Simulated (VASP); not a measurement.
# BN (P4_2/mnm) in VASP: further runs, part 2 of 2

VASP 6.6.1. Earlier steps stand in the parts before.

### 3 Single point, PBE

This run uses another cell than the first one, of the same volume but with other edges.

Contents of INCAR:

```
SYSTEM = BN
PREC = Accurate ; ENCUT = 520
EDIFF = 1E-7 ; ISMEAR = 0
SIGMA = 0.05 ; LREAL = .False.
LASPH = .True. ; NELM = 80
ALGO = Normal ; ISIF = 2
LWAVE = .False. ; LCHARG = .False.
GGA = PE ; NBANDS = 26
```

Contents of KPOINTS:

```
Automatic mesh
0
Gamma
  6 6 10
  0 0 0
```

Contents of POSCAR:

```
BN
1.0
    4.3563000000      0.0000000000      0.0000000000
    0.0000000000      4.3563000000      0.0000000000
    0.0000000000      0.0000000000      2.6257000000
B N
4 4
Direct
    0.1742811368      0.8257188632      0.5000000000
    0.3257188632      0.3257188632      0.0000000000
    0.6742811368      0.6742811368      0.0000000000
    0.8257188632      0.1742811368      0.5000000000
    0.8126115048      0.8126115048      0.5000000000
    0.3126115048      0.6873884952      0.0000000000
    0.6873884952      0.3126115048      0.0000000000
    0.1873884952      0.1873884952      0.5000000000
```

Potentials or basis: VASP PAW PBE potentials, release 64 (B, N).

Command:

```sh
$ cat potpaw_PBE.64/B/POTCAR potpaw_PBE.64/N/POTCAR > POTCAR
$ mpirun -np 1 vasp_std > vasp.out
```

OUTCAR:

```text
SYSTEM = BN
   PREC = Accurate
   ENCUT = 520
   EDIFF = 1E-7
   ISMEAR = 0
   LREAL = .False.
   LASPH = .True.
   NELM = 80
   ISIF = 2
   GGA = PE

 ion  position               nearest neighbor table
   1  0.174  0.826  0.500-   6 1.57   6 1.57   8 1.58   5 1.58   4 2.15
   2  0.326  0.326  0.000-   8 1.57   8 1.57   6 1.58   7 1.58   3 2.15
   3  0.674  0.674  0.000-   5 1.57   5 1.57   7 1.58   6 1.58   2 2.15
   4  0.826  0.174  0.500-   7 1.57   7 1.57   8 1.58   5 1.58   1 2.15
   5  0.813  0.813  0.500-   3 1.57   3 1.57   4 1.58   1 1.58
   6  0.313  0.687  0.000-   1 1.57   1 1.57   3 1.58   2 1.58
   7  0.687  0.313  0.000-   4 1.57   4 1.57   2 1.58   3 1.58
[... 912 lines left out ...]
  in kB      119.9607130    119.9607130   -241.5211752      0.0000000      0.0000000      0.0000000
  external PRESSURE =      -0.5332497 kB  Pullay stress =       0.0000000 kB

 VOLUME and BASIS-vectors are now :
 -----------------------------------------------------------------------------
  energy-cutoff  :      520.00
  volume of cell :       49.83
      direct lattice vectors                 reciprocal lattice vectors
     4.356300000  0.000000000  0.000000000     0.229552602  0.000000000  0.000000000
     0.000000000  4.356300000  0.000000000     0.000000000  0.229552602  0.000000000
     0.000000000  0.000000000  2.625700000     0.000000000  0.000000000  0.380850821

 POSITION                                       TOTAL-FORCE (eV/Angst)
 -----------------------------------------------------------------------------------
      0.75922      3.59708      1.31285         0.084190     -0.084190      0.000000
      1.41893      1.41893      0.00000        -0.084190     -0.084190      0.000000
      2.93737      2.93737      0.00000         0.084190      0.084190      0.000000
      3.59708      0.75922      1.31285        -0.084190      0.084190      0.000000
      3.53998      3.53998      1.31285        -0.315600     -0.315600      0.000000
      1.36183      2.99447      0.00000        -0.315600      0.315600      0.000000
      2.99447      1.36183      0.00000         0.315600     -0.315600      0.000000
      0.81632      0.81632      1.31285         0.315600      0.315600      0.000000
 -----------------------------------------------------------------------------------
    total drift:                               -0.000000     -0.000000     -0.000000

  FREE ENERGIE OF THE ION-ELECTRON SYSTEM (eV)
  ---------------------------------------------------
  free  energy   TOTEN  =       -68.8204357710 eV

  energy  without entropy=      -68.8204357710  energy(sigma->0) =      -68.82043577
```

OSZICAR:

```text
N       E                     dE             d eps       ncg     rms          rms(c)
DAV:   1     0.111184075283E+03    0.11118E+03   -0.16835E+04  3120   0.120E+03
DAV:   2    -0.661780732036E+02   -0.17736E+03   -0.16694E+03  4138   0.279E+02
DAV:   3    -0.729369253114E+02   -0.67589E+01   -0.67181E+01  4290   0.514E+01
DAV:   4    -0.729832756601E+02   -0.46350E-01   -0.46299E-01  3880   0.453E+00
DAV:   5    -0.729838065925E+02   -0.53093E-03   -0.53060E-03  4208   0.465E-01    0.135E+01
DAV:   6    -0.691531013112E+02    0.38307E+01   -0.90681E+00  3884   0.174E+01    0.627E+00
DAV:   7    -0.688790643961E+02    0.27404E+00   -0.64163E-01  3806   0.489E+00    0.388E+00
DAV:   8    -0.688227403826E+02    0.56324E-01   -0.15197E-01  3546   0.242E+00    0.379E-01
DAV:   9    -0.688197236673E+02    0.30167E-02   -0.92657E-03  3978   0.679E-01    0.189E-01
DAV:  10    -0.688203953727E+02   -0.67171E-03   -0.12530E-03  3656   0.227E-01    0.485E-02
DAV:  11    -0.688204253926E+02   -0.30020E-04   -0.17126E-04  3962   0.837E-02    0.208E-02
DAV:  12    -0.688204348221E+02   -0.94294E-05   -0.20450E-05  3816   0.324E-02    0.585E-03
DAV:  13    -0.688204358217E+02   -0.99968E-06   -0.31140E-06  3772   0.122E-02    0.242E-03
DAV:  14    -0.688204357710E+02    0.50759E-07   -0.18918E-07  2976   0.341E-03
   1 F= -.68820436E+02 E0= -.68820436E+02  d E =-.133175E-16
```

Wall time 24 s (1 thread of Intel Xeon 6975P-C (Granite Rapids), shared host); peak memory 0.18 GiB.

What came out:

- Free energy: -68.8204 eV
- Pressure: -0.1 GPa
- Largest force: 0.446 eV/Å
- Band gap on the k mesh: 4.75 eV, indirect (least direct gap 5.77 eV)

Forces in eV/Å, atoms in the order of the input:
```
B    0.084 -0.084  0.000
B   -0.084 -0.084  0.000
B    0.084  0.084  0.000
B   -0.084  0.084  0.000
N   -0.316 -0.316  0.000
N   -0.316  0.316  0.000
N    0.316 -0.316  0.000
N    0.316  0.316  0.000
```

Stress tensor (GPa, compression positive):
```
 12.00   0.00   0.00
  0.00  12.00   0.00
  0.00   0.00 -24.15
```

Levels at points of the mesh, in eV from the valence-band top:
```
           k point  band 14  band 15  band 16  band 17  band 18  band 19
(0.00, 0.00, 0.00)    -0.54     0.00     0.00     5.90     6.79     8.60
(0.50, 0.00, 0.00)    -1.73    -1.37    -1.37     7.02     7.02     8.32
(0.50, 0.50, 0.00)    -2.88    -2.40    -2.40     7.46     7.46     7.51
(0.00, 0.00, 0.50)    -4.15    -3.51    -3.51     6.46     6.46    10.41
(0.50, 0.00, 0.50)    -3.78    -2.07    -2.07     6.89     6.89     8.92
(0.50, 0.50, 0.50)    -3.19    -2.48    -2.48     6.27     6.27     7.21
```

A k mesh can miss the band edges.

### 4 Single point, PBE

This run uses another cell than the first one, of the same volume but with other edges.

Contents of INCAR:

```
SYSTEM = BN
ALGO = Normal
EDIFF = 1E-7
ENCUT = 520
GGA = PE
ISIF = 2
ISMEAR = 0
LASPH = .True.
LCHARG = .True.
LELF = .True.
LREAL = .False.
LVHAR = .True.
LWAVE = .False.
NBANDS = 26
NELM = 100
PREC = Accurate
SIGMA = 0.05
```

Contents of KPOINTS:

```
k-points
0
Gamma
  6 6 10
  0 0 0
```

Edit POSCAR of step 3 so:

```diff
@@ -2,5 +2,5 @@
 1.0
-    4.3563000000      0.0000000000      0.0000000000
-    0.0000000000      4.3563000000      0.0000000000
-    0.0000000000      0.0000000000      2.6257000000
+    4.4890000000      0.0000000000      0.0000000000
+    0.0000000000      4.4890000000      0.0000000000
+    0.0000000000      0.0000000000      2.4727000000
 B N
```

Command:

```sh
$ cat potpaw_PBE.64/B/POTCAR potpaw_PBE.64/N/POTCAR > POTCAR
$ mpirun -np 1 vasp_std > vasp.out
```

Wall time 26 s (1 thread of Intel Xeon 6975P-C (Granite Rapids), shared host); peak memory 0.19 GiB.

It converged, with:

```yaml
Free_energy: -68.8045 eV
Pressure: 2.7 GPa
Largest_force: 0.384 eV/Å
Band_gap_on_the_k_mesh: 4.82 eV, indirect (least direct gap 6.02 eV)
```

Forces on the atoms (eV/Å):
```
B   -0.070  0.070  0.000
B    0.070  0.070  0.000
B   -0.070 -0.070  0.000
B    0.070 -0.070  0.000
N    0.271  0.271  0.000
N    0.271 -0.271  0.000
N   -0.271  0.271  0.000
N   -0.271 -0.271  0.000
```

Stress tensor (GPa, compression positive):
```
-10.49   0.00   0.00
  0.00 -10.49   0.00
  0.00   0.00  29.05
```

Levels at points of the mesh, in eV from the valence-band top:
| k point | band 13 | band 14 | band 15 | band 16 | band 17 | band 18 | band 19 | band 20 |
| --- | --- | --- | --- | --- | --- | --- | --- | --- |
| (0.00, 0.00, 0.00) | -0.16 | -0.07 | -0.07 | 0.00 | 7.82 | 7.82 | 8.35 | 8.38 |
| (0.50, 0.00, 0.00) | -1.24 | -1.24 | -1.07 | -1.07 | 7.88 | 7.88 | 8.65 | 8.65 |
| (0.50, 0.50, 0.00) | -2.51 | -2.51 | -1.99 | -1.99 | 7.36 | 7.36 | 9.14 | 9.14 |
| (0.00, 0.00, 0.50) | -4.19 | -4.19 | -3.21 | -3.21 | 6.55 | 6.55 | 10.02 | 10.02 |
| (0.50, 0.00, 0.50) | -3.35 | -3.35 | -2.30 | -2.30 | 6.79 | 6.79 | 8.76 | 8.76 |
| (0.50, 0.50, 0.50) | -2.76 | -2.76 | -2.47 | -2.47 | 6.24 | 6.24 | 6.81 | 6.81 |

### 5 Single point, PBE

This run uses another cell than the first one, of 6.23 Å³/atom, 1.003 times its volume.

Contents of INCAR:

```
ALGO     = Normal         # electronic algorithm
EDIFF    = 1E-7           # SCF threshold, eV
ENCUT    = 520            # plane-wave cutoff, eV
GGA      = PE             # functional
ISIF     = 2              # what is computed and relaxed
ISMEAR   = 0              # smearing method
LASPH    = True           # aspherical terms in the spheres
LCHARG   = False          # write CHGCAR
LREAL    = False          # projectors in reciprocal space
LWAVE    = False          # write WAVECAR
NBANDS   = 26             # bands
NELM     = 80             # most SCF steps
PREC     = Accurate       # precision mode
SIGMA    = 0.05           # smearing width, eV
```

Contents of KPOINTS:

```
k-points
0
Gamma
  6 6 10
```

Edit POSCAR of step 4 so:

```diff
@@ -2,5 +2,5 @@
 1.0
-    4.4890000000      0.0000000000      0.0000000000
-    0.0000000000      4.4890000000      0.0000000000
-    0.0000000000      0.0000000000      2.4727000000
+    4.4226829661      0.0000000000      0.0000000000
+    0.0000000000      4.4226829661      0.0000000000
+    0.0000000000      0.0000000000      2.5491935092
 B N
```

Command:

```sh
$ cat potpaw_PBE.64/B/POTCAR potpaw_PBE.64/N/POTCAR > POTCAR
$ mpirun -np 1 vasp_std > vasp.out
```

Run time: 29 s. Hardware: 1 thread of Intel Xeon 6975P-C (Granite Rapids), shared host; peak memory 0.19 GiB.

The run converged. Its results:

```
Free energy            : -68.9893 eV
Pressure               : 0.4 GPa
Band gap on the k mesh : 4.81 eV, indirect (least direct gap 5.90 eV)
```

Forces on the atoms (eV/Å):
```
B   -0.002  0.002  0.000
B    0.002  0.002  0.000
B   -0.002 -0.002  0.000
B    0.002 -0.002  0.000
N   -0.001 -0.001  0.000
N   -0.001  0.001  0.000
N    0.001 -0.001  0.000
N    0.001  0.001  0.000
```

Stress tensor (GPa, compression positive):
```
0.31 0.00 0.00
0.00 0.31 0.00
0.00 0.00 0.44
```

Levels at points of the mesh, in eV from the valence-band top:
```tsv
k point	band 14	band 15	band 16	band 17	band 18	band 19
(0.00, 0.00, 0.00)	-0.23	0.00	0.00	7.11	7.55	8.44
(0.50, 0.00, 0.00)	-1.42	-1.26	-1.26	7.98	7.98	8.45
(0.50, 0.50, 0.00)	-2.63	-2.45	-2.45	7.51	7.51	8.34
(0.00, 0.00, 0.50)	-4.16	-3.36	-3.36	6.53	6.53	10.22
(0.50, 0.00, 0.50)	-3.56	-2.19	-2.19	6.85	6.85	8.86
(0.50, 0.50, 0.50)	-2.96	-2.48	-2.48	6.25	6.25	7.02
```

A k mesh can miss the band edges.

### 6 The runs side by side

| cell | gap on the mesh (eV) | pressure (GPa) | largest force (eV/Å) |
| --- | --- | --- | --- |
| a = 4.290, b = 4.290, c = 2.702 Å, 8 atoms | 4.69 | 1.4 | 0.97 |
| a = 4.356, b = 4.356, c = 2.626 Å, 8 atoms | 4.75 | -0.1 | 0.45 |
| a = 4.489, b = 4.489, c = 2.473 Å, 8 atoms | 4.82 | 2.7 | 0.38 |
| a = 4.423, b = 4.423, c = 2.549 Å, 8 atoms | 4.81 | 0.4 | - |

Alike in all rows: task single point; level PBE; potentials or basis VASP PAW PBE potentials, release 64 (B, N); no spin polarisation; k mesh 6 × 6 × 10; cutoff (eV) 520; smearing gaussian 0.05 eV.

Total energies depend on the potentials used, so only differences within one code and one set of settings carry meaning.
